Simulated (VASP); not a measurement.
# Cu (Cmcm) in VASP: single point with PBEsol

Aim: the single point of Cu with PBEsol.

All numbers are computed with VASP 6.6.1; they aren't measurements. Logs are shortened: lines on timing, memory, paths and dates and some standing lists are left out, and cuts for length are marked.

### 1 The cell of the first run

Symmetry: Cmcm, No. 63, orthorhombic system. Conventional cell: a = 2.520 Å, b = 3.928 Å, c = 8.235 Å, α = 90.00°, β = 90.00°, γ = 90.00°. Within 3.1 Å of Cu (site symmetry 2/m) lie 12 Cu at 2.33 to 2.52 Å. Cu (site symmetry m2m) has 12 Cu at 2.33 to 2.52 Å within 3.1 Å.

### 2 Single point, PBEsol (strain -0.1000 x Voigt [0, 1, 0, 0, 0, 0])

The input, INCAR:

```
PREC     = Accurate       # precision mode
ENCUT    = 520            # plane-wave cutoff, eV
EDIFF    = 1E-7           # SCF threshold, eV
ISMEAR   = 0              # smearing method
SIGMA    = 0.15           # smearing width, eV
LREAL    = False          # projectors in reciprocal space
LASPH    = True           # aspherical terms in the spheres
NELM     = 100            # most SCF steps
ALGO     = Fast           # electronic algorithm
ISIF     = 2              # what is computed and relaxed
LWAVE    = False          # write WAVECAR
LCHARG   = True           # write CHGCAR
GGA      = PS             # functional
LELF     = True           # ELF
LVHAR    = True         
NBANDS   = 30             # bands
```

The input, KPOINTS:

```
regular mesh
0
Gamma
  24 24 6
```

The input, POSCAR:

```
Cu
1.0
    2.5197984285      0.0000000000      0.0000000000
   -1.2598992143      1.9639885063      0.0000000000
    0.0000000000      0.0000000000      8.2352547795
Cu
4
Direct
    0.0000000000      0.0000000000      0.0000000000
    0.3333333333      0.6666666667      0.2500000000
    0.0000000000      0.0000000000      0.5000000000
    0.6666666667      0.3333333333      0.7500000000
```

Potentials or basis: VASP PAW PBE potentials, release 64 (Cu).

The run is started by

```
$ cat potpaw_PBE.64/Cu/POTCAR > POTCAR
$ mpirun -np 1 vasp_std > vasp.out
```

OUTCAR:

```text
PREC = Accurate
   ENCUT = 520
   EDIFF = 1E-7
   ISMEAR = 0
   LREAL = False
   LASPH = True
   NELM = 100
   ISIF = 2
   GGA = PS

 ion  position               nearest neighbor table
   1  0.000  0.000  0.000-   2 2.44   4 2.44   4 2.50   2 2.50   4 2.50   2 2.50
   2  0.333  0.667  0.250-   1 2.44   3 2.44   1 2.50   3 2.50   1 2.50   3 2.50
   3  0.000  0.000  0.500-   2 2.44   4 2.44   4 2.50   2 2.50   4 2.50   2 2.50
   4  0.667  0.333  0.750-   1 2.44   3 2.44   1 2.50   3 2.50   1 2.50   3 2.50

  Warning from LATTYP: Monoclinic adjustment (A1->A3, A2->A1, A3->A2)!
  LATTYP: Found a base centered orthorhombic cell.
 ALAT       =     2.5197984285
 B/A-ratio  =     1.5588457268
 C/A-ratio  =     3.2682196664

  Lattice vectors:

 A1 = (   1.2598992143,  -1.9639885063,   0.0000000000)
 A2 = (   1.2598992142,   1.9639885063,   0.0000000000)
 A3 = (   0.0000000000,   0.0000000000,   8.2352547795)

Analysis of symmetry for initial positions (statically):
=====================================================================
 Subroutine PRICEL returns:
 Original cell was already a primitive cell.

 Routine SETGRP: Setting up the symmetry group for a
 base centered orthorhombic supercell.

 Subroutine GETGRP returns: Found  8 space group operations
 (whereof  4 operations were pure point group operations)
 out of a pool of  8 trial point group operations.

The static configuration has the point symmetry C_2h.
 The point group associated with its full space group is D_2h.

Analysis of symmetry for dynamics (positions and initial velocities):
=====================================================================
 Subroutine PRICEL returns:
 Original cell was already a primitive cell.

 Routine SETGRP: Setting up the symmetry group for a
 base centered orthorhombic supercell.

 Subroutine GETGRP returns: Found  8 space group operations
 (whereof  4 operations were pure point group operations)
 out of a pool of  8 trial point group operations.

The dynamic configuration has the point symmetry C_2h.
 The point group associated with its full space group is D_2h.

 Subroutine INISYM returns: Found  8 space group operations
 (whereof  4 operations are pure point group operations),
 and found     1 'primitive' translations

----------------------------------------------------------------------------------------

                                     Primitive cell

  volume of cell :      40.7551

  direct lattice vectors                    reciprocal lattice vectors
     2.519798429  0.000000000  0.000000000     0.396857141  0.254583975  0.000000000
    -1.259899214  1.963988506  0.000000000     0.000000000  0.509167949  0.000000000
     0.000000000  0.000000000  8.235254779     0.000000000  0.000000000  0.121429151

  length of vectors
     2.519798429  2.333365999  8.235254779     0.471496119  0.509167949  0.121429151

  position of ions in fractional coordinates (direct lattice)
     0.000000000  0.000000000  0.000000000
     0.333333333  0.666666667  0.250000000
     0.000000000  0.000000000  0.500000000
     0.666666667  0.333333333  0.750000000

  ion indices of the primitive-cell ions
   primitive index   ion index
                 1           1
                 2           2
                 3           3
                 4           4

----------------------------------------------------------------------------------------

 KPOINTS: regular mesh

Automatic generation of k-mesh.
 Grid dimensions read from file:
 generate k-points for:   24   24    6

 Generating k-lattice:

  Cartesian coordinates                     Fractional coordinates (reciprocal lattice)
     0.016535714  0.010607666  0.000000000     0.041666667  0.000000000  0.000000000
     0.000000000  0.021215331  0.000000000     0.000000000  0.041666667  0.000000000
     0.000000000  0.000000000  0.020238192     0.000000000  0.000000000  0.166666667

  Length of vectors
     0.019645672  0.021215331  0.020238192

  Shift w.r.t. Gamma in fractional coordinates (k-lattice)
     0.000000000  0.000000000  0.000000000

 Subroutine IBZKPT returns following result:
 ===========================================

 Found    628 irreducible k-points:

 Following reciprocal coordinates:
            Coordinates               Weight
  0.000000  0.000000  0.000000      1.000000
  0.041667 -0.000000  0.000000      4.000000
  0.083333  0.000000  0.000000      4.000000
  0.125000  0.000000  0.000000      4.000000
  0.166667  0.000000  0.000000      4.000000
  0.208333 -0.000000  0.000000      4.000000
[... 16 lines left out ...]
  0.375000  0.041667  0.000000      4.000000
  0.416667  0.041667  0.000000      4.000000
 [... further k-points ...]
   k-points           NKPTS =    628   k-points in BZ     NKDIM =    628   number of bands    NBANDS=     30
   number of dos      NEDOS =    301   number of ions     NIONS =      4
   total plane-waves  NPLWV =  23040
   dimension x,y,z NGX =    20 NGY =   18 NGZ =   64
   dimension x,y,z NGXF=    40 NGYF=   36 NGZF=  128
   ions per type =               4
   NGX,Y,Z   is equivalent  to a cutoff of  13.20, 12.82, 12.92 a.u.
   NGXF,Y,Z  is equivalent  to a cutoff of  26.39, 25.65, 25.84 a.u.
 SYSTEM =  unknown system
   PREC   = accura    normal or accurate (medium, high low for compatibility)
   ISTART =      0    job   : 0-new  1-cont  2-samecut
   ICHARG =      2    charge: 1-file 2-atom 10-const
   ISPIN  =      1    spin polarized calculation?
   LNONCOLLINEAR =      F non collinear calculations
   LSORBIT =      F    spin-orbit coupling
   LASPH  =      T    aspherical Exc in radial PAW
   ENCUT  =  520.0 eV  38.22 Ry    6.18 a.u.   4.69  4.34 15.31*2*pi/ulx,y,z
   NELM   =    100;   NELMIN=  2; NELMDL= -5     # of ELM steps
   EDIFF  = 0.1E-06   stopping-criterion for ELM
   LREAL  =      F    real-space projection
   EDIFFG = 0.1E-05   stopping-criterion for IOM
   NSW    =      0    number of steps for IOM
   IBRION =     -1    ionic relax: 0-MD 1-quasi-New 2-CG
   NFREE  =      0    steps in history (QN), initial steepest desc. (CG)
   ISIF   =      2    stress and relaxation
   ISYM   =      2    0-nonsym 1-usesym 2-fastsym
   POTIM  = 0.5000    time-step for ionic-motion
   TEBEG  =    0.0;   TEEND  =   0.0 temperature during run
   PSTRESS=    0.0 pullay stress
   NELECT =      44.0000    total number of electrons
   NUPDOWN=      -1.0000    fix difference up-down
   EMIN   =  10.00;   EMAX   =-10.00  energy-range for DOS
   EFERMI =   0.00;   METHOD = LEGACY
   ISMEAR =     0;   SIGMA  =   0.15  broadening in eV -4-tet -1-fermi 0-gaus
   EFERMI_NEDOS =   21; number of points for ismear=-14 and -15
   IALGO  =     68    algorithm
   IMIX   =      4    mixing-type and parameters
     AMIX     =   0.40;   BMIX     =  1.00
     AMIX_MAG =   1.60;   BMIX_MAG =  1.00
  volume/ion in A,a.u.               =      10.19        68.76
  Fermi-wavevector in a.u.,A,eV,Ry     =   1.679442  3.173686 38.375599  2.820527
  Thomas-Fermi vector in A             =   2.763354
   LORBIT       =      0    0 simple, 1 ext, 2 COOP (PROOUT), +10 PAW based schemes
   GGA     = PS    functional components
   LHFCALC =     F    Hartree Fock is set to
   AEXX    =    0.0000 exact exchange contribution
   IVDW    =     0    specifies the selected vdW correction
   LEPSILON=     F    determine dielectric tensor
   LRPA    =     F    only Hartree local field effects (RPA)
 non-spin polarized calculation
 RMM-DIIS sequential band-by-band and
 Gauss-broadening in eV      SIGMA  =   0.15
  energy-cutoff  :      520.00
  volume of cell :       40.76
 maximum number of plane-waves:      1122
   NGX =  9   NGY =  9   NGZ = 31

 number of electron      43.9999979 magnetization

 Free energy of the ion-electron system (eV)
  ---------------------------------------------------
  ext. energy  EPLUGINS =         0.00000000
  ---------------------------------------------------
  free energy    TOTEN  =       -16.70055303 eV

  energy without entropy =      -16.68751061  energy(sigma->0) =      -16.69403182

 E-fermi :   9.4113     XC(G=0): -13.7891

 val. band max:        9.4094272463   @ k =   0.4583   0.2083   0.0000
 cond. band min:       9.4138708726   @ k =   0.4583   0.0417   0.3333
 fundamental gap:      0.0044436263
 Fermi energy:         9.4112689282

 k-point     1 :       0.0000    0.0000    0.0000
  band No.  band energies     occupation
      1      -1.1979      2.00000
      2       0.9683      2.00000
      3       0.9698      2.00000
      4       3.2375      2.00000
      5       5.3500      2.00000
      6       5.3534      2.00000
[... 22 lines left out ...]
     29      32.1841      0.00000
     30      33.0022      0.00000

 k-point     2 :       0.0417   -0.0000    0.0000
  band No.  band energies     occupation
      1      -1.1359      2.00000
      2       1.0240      2.00000
      3       1.0255      2.00000
      4       3.2787      2.00000
      5       5.3243      2.00000
      6       5.3429      2.00000
[... 22 lines left out ...]
     29      31.8576      0.00000
     30      31.8720      0.00000

 k-point     3 :       0.0833    0.0000    0.0000
  band No.  band energies     occupation
      1      -0.9510      2.00000
      2       1.1887      2.00000
      3       1.1902      2.00000
      4       3.3981      2.00000
      5       5.2537      2.00000
      6       5.3125      2.00000
[... 22 lines left out ...]
     29      30.5208      0.00000
     30      30.5471      0.00000

 k-point     4 :       0.1250    0.0000    0.0000
  band No.  band energies     occupation
      1      -0.6468      2.00000
      2       1.4542      2.00000
      3       1.4557      2.00000
      4       3.5824      2.00000
      5       5.1648      2.00000
      6       5.2637      2.00000
[... 616 lines left out ...]
     29      23.5379      0.00000
     30      23.7820      0.00000

 k-point    23 :       0.3750    0.0417    0.0000
  band No.  band energies     occupation
      1       3.1159      2.00000
      2       3.4773      2.00000
      3       3.5835      2.00000
      4       4.1352      2.00000
      5       4.4690      2.00000
      6       4.6204      2.00000
[... 22 lines left out ...]
     29      22.2158      0.00000
     30      22.6661      0.00000

 k-point    24 :       0.4167    0.0417    0.0000
  band No.  band energies     occupation
      1       3.3520      2.00000
      2       3.5027      2.00000
      3       3.7553      2.00000
      4       4.0761      2.00000
      5       4.4390      2.00000
      6       4.5817      2.00000
[... 22 lines left out ...]
     29      20.9113      0.00000
     30      21.3900      0.00000

 [... further k-points ...]

------------------------ aborting loop because EDIFF is reached ----------------------------------------

  FORCE on cell =-STRESS in cart. coord.  units (eV):
  Direction    XX          YY          ZZ          XY          YZ          ZX
  --------------------------------------------------------------------------------------
  -------------------------------------------------------------------------------------
  Total        5.6126317     10.5140350      3.7197210     -0.0000000      0.0000000      0.0000000
  in kB      220.6456369    413.3312298    146.2309029     -0.0000000      0.0000000      0.0000000
  external PRESSURE =     260.0692565 kB  Pullay stress =       0.0000000 kB

 VOLUME and BASIS-vectors are now :
 -----------------------------------------------------------------------------
  energy-cutoff  :      520.00
  volume of cell :       40.76
      direct lattice vectors                 reciprocal lattice vectors
     2.519798429  0.000000000  0.000000000     0.396857141  0.254583975  0.000000000
    -1.259899214  1.963988506  0.000000000     0.000000000  0.509167949  0.000000000
     0.000000000  0.000000000  8.235254779     0.000000000  0.000000000  0.121429151

 POSITION                                       TOTAL-FORCE (eV/Angst)
 -----------------------------------------------------------------------------------
      0.00000      0.00000      0.00000         0.000000      0.000000      0.000000
     -0.00000      1.30933      2.05881        -0.000000      0.221432      0.000000
      0.00000      0.00000      4.11763         0.000000      0.000000      0.000000
      1.25990      0.65466      6.17644         0.000000     -0.221432      0.000000
 -----------------------------------------------------------------------------------
    total drift:                                0.000000     -0.000000      0.000000

  FREE ENERGIE OF THE ION-ELECTRON SYSTEM (eV)
  ---------------------------------------------------
  free  energy   TOTEN  =       -16.7005530255 eV

  energy  without entropy=      -16.6875106147  energy(sigma->0) =      -16.69403182
```

Wall time 18 min (1 thread of Oxide Virtual Turin-like, shared host); peak memory 0.57 GiB.

Results:

| Item | Value |
| --- | --- |
| Free energy | -16.7006 eV |
| Pressure | 26.0 GPa |
| Largest force | 0.221 eV/Å |
| Band gap on the k mesh | zero (band 22 reaches 13.82 eV, above the bottom of band 23 at 7.41 eV) |

Forces in eV/Å, atoms in the order of the input:
```
Cu   0.000  0.000  0.000
Cu   0.000  0.221  0.000
Cu   0.000  0.000  0.000
Cu   0.000 -0.221  0.000
```

Caveat: the cell differs from its parent crystal (strain -0.1000 x Voigt [0, 1, 0, 0, 0, 0]); the PAW data sets were made with another functional, which shifts forces and pressure a little.
